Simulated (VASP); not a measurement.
# Nb (Im-3m) in VASP: further runs

Runs on Nb. Level: LDA. Tasks: single point.

Program: VASP 6.6.1. These are calculated values, not measurements. Logs are shortened: lines on timing, memory, paths and dates and some standing lists are left out, and cuts for length are marked.

## Step 1: The cell of the first run

Symmetry: Im-3m, No. 229, cubic system. Conventional cell: a = 3.246 Å, b = 3.246 Å, c = 3.246 Å, α = 90.00°, β = 90.00°, γ = 90.00°. Within 3.7 Å of Nb (site symmetry m-3m) lie 14 Nb at 2.81 to 3.25 Å.

## Step 2: Single point, LDA

INCAR

```
SYSTEM = Nb
PREC = Accurate
ENCUT = 520
EDIFF = 1E-6
ISMEAR = -1
SIGMA = 0.1
LREAL = .FALSE.
LASPH = .TRUE.
NELM = 60
ALGO = Normal
ISIF = 2
LWAVE = .FALSE.
LCHARG = .TRUE.
LELF = .TRUE.
LVHAR = .TRUE.
NBANDS = 12
```

KPOINTS

```
regular mesh
0
G
  14 14 14
  0 0 0
```

POSCAR

```
Nb
1.0
   -1.6231103068      1.6231103068      1.6231103068
    1.6231103068     -1.6231103068      1.6231103068
    1.6231103068      1.6231103068     -1.6231103068
Nb
1
Direct
    0.0000000000      0.0000000000      0.0000000000
```

Potentials or basis: VASP PAW LDA potentials, release 64 (Nb_sv).

Launch:

```bash
$ cat potpaw_LDA.64/Nb_sv/POTCAR > POTCAR
$ mpirun -np 1 vasp_std > vasp.out
```

OUTCAR:

```text
SYSTEM = Nb
   PREC = Accurate
   ENCUT = 520
   EDIFF = 1E-6
   ISMEAR = -1
   LREAL = .FALSE.
   LASPH = .TRUE.
   NELM = 60
   ISIF = 2

 ion  position               nearest neighbor table
   1  0.000  0.000  0.000-

  LATTYP: Found a body centered cubic cell.
 ALAT       =     3.2462206136

  Lattice vectors:

 A1 = (  -1.6231103068,   1.6231103068,   1.6231103068)
 A2 = (   1.6231103068,  -1.6231103068,   1.6231103068)
 A3 = (   1.6231103068,   1.6231103068,  -1.6231103068)

Analysis of symmetry for initial positions (statically):
=====================================================================
 Subroutine PRICEL returns:
 Original cell was already a primitive cell.

 Routine SETGRP: Setting up the symmetry group for a
 body centered cubic supercell.

 Subroutine GETGRP returns: Found 48 space group operations
 (whereof 48 operations were pure point group operations)
 out of a pool of 48 trial point group operations.

The static configuration has the point symmetry O_h .

Analysis of symmetry for dynamics (positions and initial velocities):
=====================================================================
 Subroutine PRICEL returns:
 Original cell was already a primitive cell.

 Routine SETGRP: Setting up the symmetry group for a
 body centered cubic supercell.

 Subroutine GETGRP returns: Found 48 space group operations
 (whereof 48 operations were pure point group operations)
 out of a pool of 48 trial point group operations.

The dynamic configuration has the point symmetry O_h .

 Subroutine INISYM returns: Found 48 space group operations
 (whereof 48 operations are pure point group operations),
 and found     1 'primitive' translations

----------------------------------------------------------------------------------------

                                     Primitive cell

  volume of cell :      17.1043

  direct lattice vectors                    reciprocal lattice vectors
    -1.623110307  1.623110307  1.623110307     0.000000000  0.308050536  0.308050536
     1.623110307 -1.623110307  1.623110307     0.308050536  0.000000000  0.308050536
     1.623110307  1.623110307 -1.623110307     0.308050536  0.308050536  0.000000000

  length of vectors
     2.811309518  2.811309518  2.811309518     0.435649246  0.435649246  0.435649246

  position of ions in fractional coordinates (direct lattice)
     0.000000000  0.000000000  0.000000000

  ion indices of the primitive-cell ions
   primitive index   ion index
                 1           1

----------------------------------------------------------------------------------------

 KPOINTS: regular mesh

Automatic generation of k-mesh.
 Grid dimensions read from file:
 generate k-points for:   14   14   14

 Generating k-lattice:

  Cartesian coordinates                     Fractional coordinates (reciprocal lattice)
     0.000000000  0.022003610  0.022003610     0.071428571  0.000000000  0.000000000
     0.022003610  0.000000000  0.022003610     0.000000000  0.071428571  0.000000000
     0.022003610  0.022003610  0.000000000     0.000000000  0.000000000  0.071428571

  Length of vectors
     0.031117803  0.031117803  0.031117803

  Shift w.r.t. Gamma in fractional coordinates (k-lattice)
     0.000000000  0.000000000  0.000000000

 Subroutine IBZKPT returns following result:
 ===========================================

 Found    104 irreducible k-points:

 Following reciprocal coordinates:
            Coordinates               Weight
  0.000000  0.000000  0.000000      1.000000
  0.071429  0.000000  0.000000     12.000000
  0.142857  0.000000  0.000000     12.000000
  0.214286  0.000000  0.000000     12.000000
  0.285714  0.000000  0.000000     12.000000
  0.357143  0.000000  0.000000     12.000000
[... 16 lines left out ...]
  0.285714  0.285714  0.000000     24.000000
  0.357143  0.285714  0.000000     24.000000
 [... further k-points ...]
   k-points           NKPTS =    104   k-points in BZ     NKDIM =    104   number of bands    NBANDS=     12
   number of dos      NEDOS =    301   number of ions     NIONS =      1
   total plane-waves  NPLWV =  13824
   dimension x,y,z NGX =    24 NGY =   24 NGZ =   24
   dimension x,y,z NGXF=    48 NGYF=   48 NGZF=   48
   ions per type =               1
   NGX,Y,Z   is equivalent  to a cutoff of  14.19, 14.19, 14.19 a.u.
   NGXF,Y,Z  is equivalent  to a cutoff of  28.38, 28.38, 28.38 a.u.
 SYSTEM =  Nb
   PREC   = accura    normal or accurate (medium, high low for compatibility)
   ISTART =      0    job   : 0-new  1-cont  2-samecut
   ICHARG =      2    charge: 1-file 2-atom 10-const
   ISPIN  =      1    spin polarized calculation?
   LNONCOLLINEAR =      F non collinear calculations
   LSORBIT =      F    spin-orbit coupling
   LASPH  =      T    aspherical Exc in radial PAW
   ENCUT  =  520.0 eV  38.22 Ry    6.18 a.u.   5.23  5.23  5.23*2*pi/ulx,y,z
   NELM   =     60;   NELMIN=  2; NELMDL= -5     # of ELM steps
   EDIFF  = 0.1E-05   stopping-criterion for ELM
   LREAL  =      F    real-space projection
   EDIFFG = 0.1E-04   stopping-criterion for IOM
   NSW    =      0    number of steps for IOM
   IBRION =     -1    ionic relax: 0-MD 1-quasi-New 2-CG
   NFREE  =      0    steps in history (QN), initial steepest desc. (CG)
   ISIF   =      2    stress and relaxation
   ISYM   =      2    0-nonsym 1-usesym 2-fastsym
   POTIM  = 0.5000    time-step for ionic-motion
   TEBEG  =    0.0;   TEEND  =   0.0 temperature during run
   PSTRESS=    0.0 pullay stress
   NELECT =      13.0000    total number of electrons
   NUPDOWN=      -1.0000    fix difference up-down
   EMIN   =  10.00;   EMAX   =-10.00  energy-range for DOS
   EFERMI =   0.00;   METHOD = LEGACY
   ISMEAR =    -1;   SIGMA  =   0.10  broadening in eV -4-tet -1-fermi 0-gaus
   EFERMI_NEDOS =   21; number of points for ismear=-14 and -15
   IALGO  =     38    algorithm
   IMIX   =      4    mixing-type and parameters
     AMIX     =   0.40;   BMIX     =  1.00
     AMIX_MAG =   1.60;   BMIX_MAG =  1.00
  volume/ion in A,a.u.               =      17.10       115.43
  Fermi-wavevector in a.u.,A,eV,Ry     =   1.494014  2.823277 30.369251  2.232077
  Thomas-Fermi vector in A             =   2.606341
   LORBIT       =      0    0 simple, 1 ext, 2 COOP (PROOUT), +10 PAW based schemes
   GGA     = CA    functional components
   LHFCALC =     F    Hartree Fock is set to
   AEXX    =    0.0000 exact exchange contribution
   IVDW    =     0    specifies the selected vdW correction
   LEPSILON=     F    determine dielectric tensor
   LRPA    =     F    only Hartree local field effects (RPA)
 non-spin polarized calculation
  energy-cutoff  :      520.00
  volume of cell :       17.10
 maximum number of plane-waves:       474
 NGX is ok and might be reduce to    24
   NGX = 11   NGY = 11   NGZ = 11

 number of electron      13.0000001 magnetization

 Free energy of the ion-electron system (eV)
  ---------------------------------------------------
  ext. energy  EPLUGINS =         0.00000000
  ---------------------------------------------------
  free energy    TOTEN  =       -11.27582840 eV

  energy without entropy =      -11.22741885  energy(sigma->0) =      -11.25162363

 E-fermi :  11.7655     XC(G=0): -12.9828

 val. band max:       11.7640817218   @ k =   0.2857   0.1429   0.1429
 cond. band min:      11.7752933405   @ k =   0.2857   0.0000   0.0000
 fundamental gap:      0.0112116187
 Fermi energy:        11.7654700596

 k-point     1 :       0.0000    0.0000    0.0000
  band No.  band energies     occupation
      1     -42.2763      2.00000
      2     -17.6027      2.00000
      3     -17.6027      2.00000
      4     -17.6027      2.00000
      5       5.7218      2.00000
      6      12.0535      0.10632
      7      12.0535      0.10632
      8      12.0535      0.10632
      9      15.1321      0.00000
     10      15.1321      0.00000
     11      26.1085      0.00000
     12      26.1085      0.00000

 k-point     2 :       0.0714    0.0000    0.0000
  band No.  band energies     occupation
      1     -42.2614      2.00000
      2     -17.6898      2.00000
      3     -17.6288      2.00000
      4     -17.6035      2.00000
      5       5.9461      2.00000
      6      11.9139      0.36965
      7      12.0196      0.14599
      8      12.2701      0.01278
      9      14.9177      0.00000
     10      15.1318      0.00000
     11      26.2971      0.00000
     12      26.4964      0.00000

 k-point     3 :       0.1429    0.0000    0.0000
  band No.  band energies     occupation
      1     -42.2195      2.00000
      2     -17.9292      2.00000
      3     -17.7013      2.00000
      4     -17.6059      2.00000
      5       6.5614      2.00000
      6      11.5484      1.79520
      7      11.8646      0.54114
      8      12.9064      0.00002
      9      14.5657      0.00000
     10      15.1494      0.00000
     11      26.6961      0.00000
     12      27.5979      0.00000

 k-point     4 :       0.2143    0.0000    0.0000
  band No.  band energies     occupation
      1     -42.1582      2.00000
      2     -18.2640      2.00000
      3     -17.8043      2.00000
      4     -17.6095      2.00000
      5       7.3643      2.00000
      6      11.0742      1.99801
      7      11.6303      1.58876
      8      13.9203      0.00000
      9      14.4990      0.00000
     10      15.2246      0.00000
     11      26.7231      0.00000
     12      28.5536      0.00000

 k-point     5 :       0.2857    0.0000    0.0000
  band No.  band energies     occupation
      1     -42.0894      2.00000
      2     -18.6220      2.00000
      3     -17.9165      2.00000
      4     -17.6135      2.00000
      5       7.9386      2.00000
      6      10.6053      1.99998
      7      11.7753      0.95092
      8      14.7364      0.00000
      9      15.2322      0.00000
     10      15.3834      0.00000
     11      25.9075      0.00000
     12      27.7962      0.00000

 k-point     6 :       0.3571    0.0000    0.0000
  band No.  band energies     occupation
      1     -42.0266      2.00000
      2     -18.9337      2.00000
      3     -18.0157      2.00000
      4     -17.6172      2.00000
      5       8.0043      2.00000
      6      10.2227      2.00000
      7      12.6270      0.00036
      8      15.0652      0.00000
      9      15.6097      0.00000
     10      16.6924      0.00000
     11      24.7660      0.00000
     12      26.3423      0.00000

 k-point     7 :       0.4286    0.0000    0.0000
  band No.  band energies     occupation
      1     -41.9827      2.00000
      2     -19.1440      2.00000
      3     -18.0834      2.00000
      4     -17.6198      2.00000
      5       7.8551      2.00000
      6       9.9760      2.00000
      7      13.7384      0.00000
      8      15.2461      0.00000
      9      15.8280      0.00000
     10      17.9924      0.00000
     11      23.8763      0.00000
     12      25.0866      0.00000

 k-point     8 :       0.5000    0.0000    0.0000
  band No.  band energies     occupation
      1     -41.9669      2.00000
      2     -19.2180      2.00000
      3     -18.1073      2.00000
      4     -17.6207      2.00000
      5       7.7791      2.00000
      6       9.8912      2.00000
      7      14.3459      0.00000
      8      15.1996      0.00000
      9      15.9221      0.00000
     10      18.5611      0.00000
     11      23.5435      0.00000
     12      24.5828      0.00000
[... 166 lines left out ...]
 k-point    20 :       0.2143    0.2143    0.0000
  band No.  band energies     occupation
      1     -42.0104      2.00000
      2     -18.8414      2.00000
      3     -18.1111      2.00000
      4     -17.7466      2.00000
      5       8.9748      2.00000
      6      10.3437      2.00000
      7      11.1881      1.99380
      8      14.4575      0.00000
      9      15.9795      0.00000
     10      17.8577      0.00000
     11      25.4788      0.00000
     12      27.3257      0.00000

 k-point    21 :       0.2857    0.2143    0.0000
  band No.  band energies     occupation
      1     -41.9674      2.00000
      2     -18.9473      2.00000
      3     -18.2716      2.00000
      4     -17.7688      2.00000
      5       9.0387      2.00000
      6      10.2340      2.00000
      7      11.5902      1.70459
      8      14.7955      0.00000
      9      16.0585      0.00000
     10      19.5433      0.00000
     11      24.3077      0.00000
     12      26.2588      0.00000

 k-point    22 :       0.3571    0.2143   -0.0000
  band No.  band energies     occupation
      1     -41.9434      2.00000
      2     -18.9934      2.00000
      3     -18.3754      2.00000
      4     -17.7783      2.00000
      5       8.9470      2.00000
      6      10.2215      2.00000
      7      11.9422      0.29185
      8      15.0367      0.00000
      9      16.2036      0.00000
     10      20.8400      0.00000
     11      23.2641      0.00000
     12      25.2899      0.00000

 k-point    23 :       0.2857    0.2857    0.0000
  band No.  band energies     occupation
      1     -41.9400      2.00000
      2     -18.9048      2.00000
      3     -18.4766      2.00000
      4     -17.7966      2.00000
      5       9.2806      2.00000
      6      10.3569      2.00000
      7      11.4075      1.94575
      8      15.1451      0.00000
      9      16.0043      0.00000
     10      21.3275      0.00000
     11      23.1145      0.00000
     12      25.2937      0.00000

 k-point    24 :       0.3571    0.2857    0.0000
  band No.  band energies     occupation
      1     -41.9302      2.00000
      2     -18.8445      2.00000
      3     -18.5968      2.00000
      4     -17.8048      2.00000
      5       9.3226      2.00000
      6      10.5297      1.99999
      7      11.2503      1.98849
      8      15.3981      0.00000
      9      15.9318      0.00000
     10      22.5021      0.00000
     11      22.5131      0.00000
     12      24.3613      0.00000

 [... further k-points ...]
[... 5 lines left out ...]
  --------------------------------------------------------------------------------------
  -------------------------------------------------------------------------------------
  Total        0.0381376      0.0381376      0.0381376      0.0000000     -0.0000000      0.0000000
  in kB        3.5723974      3.5723974      3.5723974      0.0000000     -0.0000000      0.0000000
  external PRESSURE =       3.5723974 kB  Pullay stress =       0.0000000 kB

 VOLUME and BASIS-vectors are now :
 -----------------------------------------------------------------------------
  energy-cutoff  :      520.00
  volume of cell :       17.10
      direct lattice vectors                 reciprocal lattice vectors
    -1.623110307  1.623110307  1.623110307     0.000000000  0.308050536  0.308050536
     1.623110307 -1.623110307  1.623110307     0.308050536  0.000000000  0.308050536
     1.623110307  1.623110307 -1.623110307     0.308050536  0.308050536  0.000000000

 POSITION                                       TOTAL-FORCE (eV/Angst)
 -----------------------------------------------------------------------------------
      0.00000      0.00000      0.00000         0.000000      0.000000     -0.000000
 -----------------------------------------------------------------------------------
    total drift:                                0.000000      0.000000      0.000000

  FREE ENERGIE OF THE ION-ELECTRON SYSTEM (eV)
  ---------------------------------------------------
  free  energy   TOTEN  =       -11.2758284047 eV

  energy  without entropy=      -11.2274188484  energy(sigma->0) =      -11.25162363
```

Run time: 25 s. Hardware: 1 thread of Intel Xeon 8259CL, shared host; peak memory 0.14 GiB.

Results:

```
Free energy : -11.2758 eV
Pressure    : 0.4 GPa
```

Levels at points of the mesh, in eV from the Fermi level:
```
           k point  band 4  band 5  band 6  band 7  band 8  band 9
(0.00, 0.00, 0.00)  -29.37   -6.04    0.29    0.29    0.29    3.37
(0.50, 0.00, 0.00)  -29.39   -3.99   -1.87    2.58    3.43    4.16
(0.50, 0.50, 0.50)  -30.46   -4.08   -4.08    5.95    5.95    5.95
```

## Step 3: Single point, LDA

INCAR

```
  PREC = Accurate
  ENCUT = 520
  EDIFF = 1E-7
  ISMEAR = -1
  SIGMA = 0.01
  LREAL = F
  LASPH = T
  NELM = 60
  ALGO = Normal
  ISIF = 2
  LWAVE = F
  LCHARG = T
  GGA = CA
  LELF = T
  LVHAR = T
  NBANDS = 12
```

KPOINTS

```
regular mesh
0
Gamma
  14 14 14
```

POSCAR is that of step 2.

Potentials or basis: VASP PAW LDA potentials, release 64 (Nb_sv).

Launch:

```bash
$ cat potpaw_LDA.64/Nb_sv/POTCAR > POTCAR
$ mpirun -np 1 vasp_std > vasp.out
```

OUTCAR:

```text
PREC = Accurate
   ENCUT = 520
   EDIFF = 1E-7
   ISMEAR = -1
   LREAL = F
   LASPH = T
   NELM = 60
   ISIF = 2
   GGA = CA

 ion  position               nearest neighbor table
   1  0.000  0.000  0.000-

  LATTYP: Found a body centered cubic cell.
 ALAT       =     3.2462206136

  Lattice vectors:

 A1 = (  -1.6231103068,   1.6231103068,   1.6231103068)
 A2 = (   1.6231103068,  -1.6231103068,   1.6231103068)
 A3 = (   1.6231103068,   1.6231103068,  -1.6231103068)

[... 528 lines left out ...]
      3     -18.5960      2.00000
      4     -17.8040      2.00000
      5       9.3230      2.00000
      6      10.5302      2.00000
      7      11.2508      2.00000
      8      15.3989      0.00000
      9      15.9326      0.00000
     10      22.5027      0.00000
     11      22.5134      0.00000
     12      24.3619      0.00000

 [... further k-points ...]
[... 5 lines left out ...]
  --------------------------------------------------------------------------------------
  -------------------------------------------------------------------------------------
  Total       -0.0069537     -0.0069537     -0.0069537     -0.0000000      0.0000000     -0.0000000
  in kB       -0.6513631     -0.6513631     -0.6513631     -0.0000000      0.0000000     -0.0000000
  external PRESSURE =      -0.6513631 kB  Pullay stress =       0.0000000 kB

 VOLUME and BASIS-vectors are now :
 -----------------------------------------------------------------------------
  energy-cutoff  :      520.00
  volume of cell :       17.10
      direct lattice vectors                 reciprocal lattice vectors
    -1.623110307  1.623110307  1.623110307     0.000000000  0.308050536  0.308050536
     1.623110307 -1.623110307  1.623110307     0.308050536  0.000000000  0.308050536
     1.623110307  1.623110307 -1.623110307     0.308050536  0.308050536  0.000000000

 POSITION                                       TOTAL-FORCE (eV/Angst)
 -----------------------------------------------------------------------------------
      0.00000      0.00000      0.00000        -0.000000      0.000000      0.000000
 -----------------------------------------------------------------------------------
    total drift:                                0.000000      0.000000      0.000000

  FREE ENERGIE OF THE ION-ELECTRON SYSTEM (eV)
  ---------------------------------------------------
  free  energy   TOTEN  =       -11.2511250424 eV

  energy  without entropy=      -11.2504990968  energy(sigma->0) =      -11.25081207
```

Run time: 28 s. Hardware: 1 thread of Intel Xeon 8259CL, shared host; peak memory 0.14 GiB.

What came out:

```
Free energy : -11.2511 eV
Pressure    : -0.1 GPa
```

[end of part 1 of 2]
